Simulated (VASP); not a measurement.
Write the native input for VASP 6.6.1 that does the following.

- Task: single point
- Functional: PBEsol
- Potentials or basis: VASP PAW PBE potentials, release 64 (K_sv, Cl)
- Cutoff: 520 eV
- k mesh: 7 × 7 × 7
- Occupations: fermi-dirac, width 0.03 eV
- Spin: no spin polarisation
- Dipole correction: no
- Further INCAR settings: ALGO = Normal; EDIFF = 1e-07; NBANDS = 15

The structure of KCl lies in POSCAR:

```
KCl
1.0
    0.0000000000      3.1455444028      3.1455444028
    3.1455444028      0.0000000000      3.1455444028
    3.1455444028      3.1455444028      0.0000000000
K Cl
1 1
Direct
    0.0000000000      0.0000000000      0.0000000000
    0.5000000000      0.5000000000      0.5000000000
```

This cell differs from its parent crystal: volume scaled by 0.99.

These files were run (other wordings do the same):

INCAR

```
SYSTEM = KCl
PREC = Accurate
ENCUT = 520
EDIFF = 1E-7
ISMEAR = -1
SIGMA = 0.03
LREAL = .FALSE.
LASPH = .TRUE.
NELM = 60
ALGO = Normal
ISIF = 2
LWAVE = .FALSE.
LCHARG = .FALSE.
GGA = PS
NBANDS = 15
```

KPOINTS

```
regular mesh
0
G
  7 7 7
  0 0 0
```

Potentials or basis: VASP PAW PBE potentials, release 64 (K_sv, Cl).

Run with:

```sh
$ cat potpaw_PBE.64/K_sv/POTCAR potpaw_PBE.64/Cl/POTCAR > POTCAR
$ mpirun -np 1 vasp_std > vasp.out
```

Results of the run:

| Quantity | Value |
| --- | --- |
| Pressure | -0.4 GPa |
| Band gap on the k mesh | 5.03 eV, direct |

Caveat: the PAW data sets were made with another functional, which shifts forces and pressure a little.

It took 10 s on 1 thread of Intel(R) Xeon(R) 6975P-C (Granite Rapids), on a shared host, peak memory 0.2 GiB.
